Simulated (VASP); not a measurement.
# TiSi2 in VASP: further runs, part 2 of 2

VASP 6.6.1. The steps go on from the part before.

**4. Single point, PBEsol (biaxial strain in the a-b plane: -1.0 %)**

Contents of INCAR:

```
SYSTEM = TiSi2
  PREC = Accurate
  ENCUT = 520
  EDIFF = 1E-6
  ISMEAR = 0
  SIGMA = 0.1
  LREAL = .False.
  LASPH = .True.
  NELM = 60
  ALGO = Normal
  ISIF = 2
  LWAVE = .False.
  LCHARG = .False.
  GGA = PS
  NBANDS = 29
  LUSENCCL = .False.
```

Contents of KPOINTS:

```
Automatic mesh
0
Gamma
  10 10 10
  0 0 0
```

Contents of POSCAR:

```
TiSi2
1.0
    0.0000000000      4.0501506822      4.2055665925
    2.3570692621      0.0000000000      4.2055665925
    2.4031653631      4.0769772650     -0.0258352116
Ti Si
2 4
Direct
    0.7500000000      0.7500000000      0.7500000000
    0.5000000000      0.5000000000      0.5000000000
    0.0861670623      0.4138329377      0.0861670623
    0.4138329377      0.0861670623      0.4138329377
    0.1638329377      0.8361670623      0.1638329377
    0.8361670623      0.1638329377      0.8361670623
```

Potentials or basis: VASP PAW PBE potentials, release 64 (Ti_sv, Si).

Command:

```
$ cat potpaw_PBE.64/Ti_sv/POTCAR potpaw_PBE.64/Si/POTCAR > POTCAR
$ mpirun -np 1 vasp_std > vasp.out
```

OUTCAR:

```text
SYSTEM = TiSi2
   PREC = Accurate
   ENCUT = 520
   EDIFF = 1E-6
   ISMEAR = 0
   LREAL = .False.
   LASPH = .True.
   NELM = 60
   ISIF = 2
   GGA = PS

 ion  position               nearest neighbor table
   1  0.750  0.750  0.750-   6 2.51   6 2.51   5 2.52   5 2.54   3 2.71   4 2.71   4 2.73   3 2.73
                             4 2.74   3 2.74
   2  0.500  0.500  0.500-   4 2.51   4 2.51   3 2.52   3 2.54   5 2.71   6 2.71   6 2.73   5 2.73
                             6 2.74   5 2.74
   3  0.086  0.414  0.086-   5 2.49   5 2.49   2 2.52   2 2.54   4 2.66   1 2.71   1 2.73   1 2.74
                             4 2.75   4 2.78
   4  0.414  0.086  0.414-   6 2.51   2 2.51   2 2.51   6 2.52   3 2.66   1 2.71   1 2.73   1 2.74
                             3 2.75   3 2.78
   5  0.164  0.836  0.164-   3 2.49   3 2.49   1 2.52   1 2.54   6 2.66   2 2.71   2 2.73   2 2.74
                             6 2.75   6 2.78
   6  0.836  0.164  0.836-   4 2.51   1 2.51   1 2.51   4 2.52   5 2.66   2 2.71   2 2.73   2 2.74
                             5 2.75   5 2.78

  Warning from LATTYP: Got some problem with cell dimensions!
  Tried to take original basis but could not verify dimensions!
  LATTYP: Found a triclinic cell.
 ALAT       =     5.8387079831
 B/A-ratio  =     1.9904001285
 C/A-ratio  =     0.8334515762
 COS(alpha) =     0.0025326106
 COS(beta)  =     0.6224939659
 COS(gamma) =     0.7441626443

  Lattice vectors:

 A1 = (   0.0000000000,  -4.0501506822,  -4.2055665925)
 A2 = (  -7.1633999883,  -8.1539545300,  -4.1538961693)
 A3 = (   2.4031653631,   0.0268265828,  -4.2314018041)

Analysis of symmetry for initial positions (statically):
=====================================================================
 Subroutine PRICEL returns:
 Original cell was already a primitive cell.

 Routine SETGRP: Setting up the symmetry group for a
 triclinic supercell.

 Subroutine GETGRP returns: Found  2 space group operations
 (whereof  1 operations were pure point group operations)
 out of a pool of  2 trial point group operations.

The static configuration has the point symmetry C_1 .
 The point group associated with its full space group is S_2 .

Analysis of symmetry for dynamics (positions and initial velocities):
=====================================================================
 Subroutine PRICEL returns:
 Original cell was already a primitive cell.

 Routine SETGRP: Setting up the symmetry group for a
 triclinic supercell.

 Subroutine GETGRP returns: Found  2 space group operations
 (whereof  1 operations were pure point group operations)
 out of a pool of  2 trial point group operations.

The dynamic configuration has the point symmetry C_1 .
 The point group associated with its full space group is S_2 .

 Subroutine INISYM returns: Found  2 space group operations
 (whereof  1 operations are pure point group operations),
 and found     1 'primitive' translations

----------------------------------------------------------------------------------------

                                     Primitive cell

  volume of cell :      81.5945

  direct lattice vectors                    reciprocal lattice vectors
[... 53 lines left out ...]
  0.100000  0.000000  0.000000      2.000000
  0.200000  0.000000  0.000000      2.000000
  0.300000  0.000000  0.000000      2.000000
  0.400000  0.000000  0.000000      2.000000
  0.500000  0.000000  0.000000      1.000000
[... 16 lines left out ...]
 -0.400000  0.200000  0.000000      2.000000
 -0.300000  0.200000  0.000000      2.000000
 [... further k-points ...]
   k-points           NKPTS =    504   k-points in BZ     NKDIM =    504   number of bands    NBANDS=     29
   number of dos      NEDOS =    301   number of ions     NIONS =      6
   total plane-waves  NPLWV =  62208
   dimension x,y,z NGX =    48 NGY =   36 NGZ =   36
   dimension x,y,z NGXF=    96 NGYF=   72 NGZF=   72
   ions per type =               2   4
   NGX,Y,Z   is equivalent  to a cutoff of  13.67, 12.41, 12.65 a.u.
   NGXF,Y,Z  is equivalent  to a cutoff of  27.33, 24.83, 25.29 a.u.
 SYSTEM =  TiSi2
   PREC   = accura    normal or accurate (medium, high low for compatibility)
   ISTART =      0    job   : 0-new  1-cont  2-samecut
   ICHARG =      2    charge: 1-file 2-atom 10-const
   ISPIN  =      1    spin polarized calculation?
   LNONCOLLINEAR =      F non collinear calculations
   LSORBIT =      F    spin-orbit coupling
   LASPH  =      T    aspherical Exc in radial PAW
   ENCUT  =  520.0 eV  38.22 Ry    6.18 a.u.  10.86  8.96  8.80*2*pi/ulx,y,z
   NELM   =     60;   NELMIN=  2; NELMDL= -5     # of ELM steps
   EDIFF  = 0.1E-05   stopping-criterion for ELM
   LREAL  =      F    real-space projection
   EDIFFG = 0.1E-04   stopping-criterion for IOM
   NSW    =      0    number of steps for IOM
   IBRION =     -1    ionic relax: 0-MD 1-quasi-New 2-CG
   NFREE  =      0    steps in history (QN), initial steepest desc. (CG)
   ISIF   =      2    stress and relaxation
   ISYM   =      2    0-nonsym 1-usesym 2-fastsym
   POTIM  = 0.5000    time-step for ionic-motion
   TEBEG  =    0.0;   TEEND  =   0.0 temperature during run
   PSTRESS=    0.0 pullay stress
   NELECT =      40.0000    total number of electrons
   NUPDOWN=      -1.0000    fix difference up-down
   EMIN   =  10.00;   EMAX   =-10.00  energy-range for DOS
   EFERMI =   0.00;   METHOD = LEGACY
   ISMEAR =     0;   SIGMA  =   0.10  broadening in eV -4-tet -1-fermi 0-gaus
   EFERMI_NEDOS =   21; number of points for ismear=-14 and -15
   IALGO  =     38    algorithm
   IMIX   =      4    mixing-type and parameters
     AMIX     =   0.40;   BMIX     =  1.00
     AMIX_MAG =   1.60;   BMIX_MAG =  1.00
  volume/ion in A,a.u.               =      13.60        91.77
  Fermi-wavevector in a.u.,A,eV,Ry     =   1.290846  2.439346 22.671175  1.666284
  Thomas-Fermi vector in A             =   2.422653
   LORBIT       =      0    0 simple, 1 ext, 2 COOP (PROOUT), +10 PAW based schemes
   GGA     = PS    functional components
   LHFCALC =     F    Hartree Fock is set to
   AEXX    =    0.0000 exact exchange contribution
   IVDW    =     0    specifies the selected vdW correction
   LEPSILON=     F    determine dielectric tensor
   LRPA    =     F    only Hartree local field effects (RPA)
 non-spin polarized calculation
 Gauss-broadening in eV      SIGMA  =   0.10
  energy-cutoff  :      520.00
  volume of cell :       81.59
 maximum number of plane-waves:      2218
 NGX is ok and might be reduce to    48
   NGX = 21   NGY = 17   NGZ = 17

 number of electron      40.0000004 magnetization

 Free energy of the ion-electron system (eV)
  ---------------------------------------------------
  ext. energy  EPLUGINS =         0.00000000
  ---------------------------------------------------
  free energy    TOTEN  =       -43.66355167 eV

  energy without entropy =      -43.65285955  energy(sigma->0) =      -43.65820561

 E-fermi :  10.4356     XC(G=0): -11.9472

 val. band max:       10.4303538815   @ k =  -0.1000   0.1000   0.2000
 cond. band min:      10.4388611683   @ k =  -0.1000   0.1000   0.3000
 fundamental gap:      0.0085072868
 Fermi energy:        10.4356081553

 k-point     1 :       0.0000    0.0000    0.0000
  band No.  band energies     occupation
      1     -45.4816      2.00000
      2     -45.4476      2.00000
      3     -21.9911      2.00000
      4     -21.9686      2.00000
      5     -21.8921      2.00000
      6     -21.8764      2.00000
[... 757 lines left out ...]
     28      14.7425      0.00000
     29      14.8652      0.00000

 [... further k-points ...]

------------------------ aborting loop because EDIFF is reached ----------------------------------------

  FORCE on cell =-STRESS in cart. coord.  units (eV):
  Direction    XX          YY          ZZ          XY          YZ          ZX
  --------------------------------------------------------------------------------------
  -------------------------------------------------------------------------------------
  Total        0.5858920      1.3570854      1.8621783     -0.7752953      0.3195578      0.9562677
  in kB       11.5044893     26.6475296     36.5654587    -15.2235851      6.2747889     18.7771312
  external PRESSURE =      24.9058259 kB  Pullay stress =       0.0000000 kB

 VOLUME and BASIS-vectors are now :
 -----------------------------------------------------------------------------
  energy-cutoff  :      520.00
  volume of cell :       81.59
      direct lattice vectors                 reciprocal lattice vectors
     0.000000000  4.050150682  4.205566593    -0.210136736  0.124610958  0.117774105
     2.357069262  0.000000000  4.205566593     0.211419133 -0.123864641  0.119287247
     2.403165363  4.076977265 -0.025835212     0.208754033  0.121488743 -0.116999149

 POSITION                                       TOTAL-FORCE (eV/Angst)
 -----------------------------------------------------------------------------------
      3.57018      6.09535      6.28897        -0.045098     -0.080769      0.066070
      2.38012      4.06356      4.19265         0.045098      0.080769     -0.066070
      1.18251      0.70029      2.10056        -0.021349     -0.051719      0.042020
      1.19761      3.36327      2.09209        -0.018941     -0.023312      0.007688
      2.36462      1.33149      4.20133         0.021349      0.051719     -0.042020
      2.39561      6.79564      4.18396         0.018941      0.023312     -0.007688
 -----------------------------------------------------------------------------------
    total drift:                               -0.000000     -0.000000     -0.000000

  FREE ENERGIE OF THE ION-ELECTRON SYSTEM (eV)
  ---------------------------------------------------
  free  energy   TOTEN  =       -43.6635516704 eV

  energy  without entropy=      -43.6528595507  energy(sigma->0) =      -43.65820561
```

Run time: 18 min. Hardware: 1 × NVIDIA H100 80GB with 1 thread of AMD EPYC 7R13 (Zen 3), shared host; peak memory 2 GiB.

What came out:

```yaml
Free_energy: -43.6636 eV
Pressure: 2.5 GPa
Largest_force: 0.114 eV/Å
Band_gap_on_the_k_mesh: zero (bands 20 and 21 overlap by 1.92 eV)
```

Forces on the atoms (eV/Å):
```
Ti  -0.045 -0.081  0.066
Ti   0.045  0.081 -0.066
Si  -0.021 -0.052  0.042
Si  -0.019 -0.023  0.008
Si   0.021  0.052 -0.042
Si   0.019  0.023 -0.008
```

Caveat: the cell differs from its parent crystal (biaxial strain in the a-b plane: -1.0 %); the PAW data sets were made with another functional, which shifts forces and pressure a little.

**5. Single point, PBEsol**

This run uses another cell than the first one, of 13.79 Å³/atom.

Contents of INCAR:

```
PREC = Accurate
ENCUT = 520
EDIFF = 1E-6
ISMEAR = 0
SIGMA = 0.1
LREAL = F
LASPH = T
NELM = 80
ALGO = Normal
ISIF = 2
LWAVE = F
LCHARG = F
GGA = PS
NBANDS = 29
```

Contents of KPOINTS:

```
regular mesh
0
Gamma
  10 10 10
```

POSCAR: that of step 4 with these lines changed.

```diff
@@ -2,5 +2,5 @@
 1.0
-    0.0000000000      4.0501506822      4.2055665925
-    2.3570692621      0.0000000000      4.2055665925
-    2.4031653631      4.0769772650     -0.0258352116
+    0.0000000000      4.0910612951      4.2480470632
+    2.3808780425      0.0000000000      4.2480470632
+    2.3808780425      4.0910612951      0.0000000000
 Ti Si
```

Command:

```
$ cat potpaw_PBE.64/Ti_sv/POTCAR potpaw_PBE.64/Si/POTCAR > POTCAR
$ mpirun -np 1 vasp_std > vasp.out
```

Wall time 8.2 min (1 thread of Intel Xeon Platinum 8259CL at 2.50GHz (Skylake/Cascade Lake), shared host); peak memory 0.47 GiB.

The run converged. Its results:

```yaml
Free_energy: -43.6858 eV
Pressure: 0.2 GPa
Band_gap_on_the_k_mesh: zero (bands 20 and 21 overlap by 1.88 eV)
```

Levels at points of the mesh, in eV from the Fermi level:
```csv
k point,band 16,band 17,band 18,band 19,band 20,band 21,band 22,band 23,band 24,band 25
"(0.00, 0.00, 0.00)",-2.54,-2.29,-2.02,-1.76,-1.38,-0.94,2.09,3.19,3.44,3.46
"(0.50, 0.00, 0.00)",-2.47,-1.96,-1.08,-0.03,0.15,1.04,1.40,1.74,2.29,2.71
"(0.50, 0.50, 0.00)",-2.98,-1.56,-1.56,-1.00,-1.00,0.77,0.77,3.30,3.30,3.53
"(0.50, 0.00, 0.50)",-2.39,-2.37,-2.37,-0.87,-0.87,1.31,1.31,3.37,3.37,3.47
"(0.00, 0.50, 0.50)",-1.25,-1.17,-1.17,-0.64,-0.64,0.88,0.88,2.34,2.34,3.18
```

Caveat: the PAW data sets were made with another functional, which shifts forces and pressure a little.

**6. Overview**

```tsv
task	cell	cutoff (eV)	gap on the mesh (eV)	pressure (GPa)	largest force (eV/Å)
relaxation of cell and atoms	relaxed to 8 GPa from a = 5.803, b = 4.796, c = 4.652 Å, angles 75.8, 53.2, 51.0°, 6 atoms, atomic positions A	600	none	8.0	0.01
single point	a = 5.839, b = 4.821, c = 4.727 Å, angles 76.0, 53.6, 51.1°, 6 atoms, atomic positions B	520	none	2.5	-
single point	a = 5.839, b = 4.821, c = 4.733 Å, angles 75.9, 53.6, 51.1°, 6 atoms, atomic positions C	520	none	2.5	0.11
single point	a = 5.898, b = 4.870, c = 4.733 Å, angles 75.8, 53.2, 51.1°, 6 atoms, atomic positions C	520	none	0.2	-
```

Alike in all rows: level PBEsol; potentials or basis VASP PAW PBE potentials, release 64 (Ti_sv, Si); no spin polarisation; k mesh 10 × 10 × 10; smearing gaussian 0.1 eV.

Caveats: the PAW data sets were made with another functional, which shifts forces and pressure a little; the cell is relaxed towards a set pressure, so the run minimises the enthalpy, not the energy (at least some runs).

Absolute energies hang on the potentials; compare differences alone.
